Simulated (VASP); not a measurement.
Runs of VASP 6.6.1 on Bi. The structure is that of space group R-3m (No. 166), or close to it. The cells are those of the table. 

```tsv
cell	gap on the mesh (eV)	pressure (GPa)	largest force (eV/Å)
a = 5.004 Å, angles 55.5°, 2 atoms	none	-1.4	0.17
a = 4.939 Å, angles 55.5°, 2 atoms	none	0.0	0.01
a = 5.130 Å, angles 55.5°, 2 atoms	none	-3.4	0.46
a = 5.068 Å, angles 55.5°, 2 atoms	none	(a)	0.33
```

Alike in all rows: task single point; level revPBE; potentials or basis VASP PAW PBE potentials, release 64 (Bi_d); no spin polarisation; k mesh 14 × 14 × 14; cutoff (eV) 520; smearing fermi-dirac 0.1 eV.

Problem. Fill in the values left out.

Solution. (a) -2.5.

Caveats: the PAW data sets were made with another functional, which shifts forces and pressure a little; spin-orbit coupling is left out, which moves the levels of the heavy elements; the cell stands under tension (at least some runs).

A k mesh can miss the band edges, and the runs leave out spin-orbit coupling on Bi.

A gap of «none» marks levels without a gap at the run's occupations.
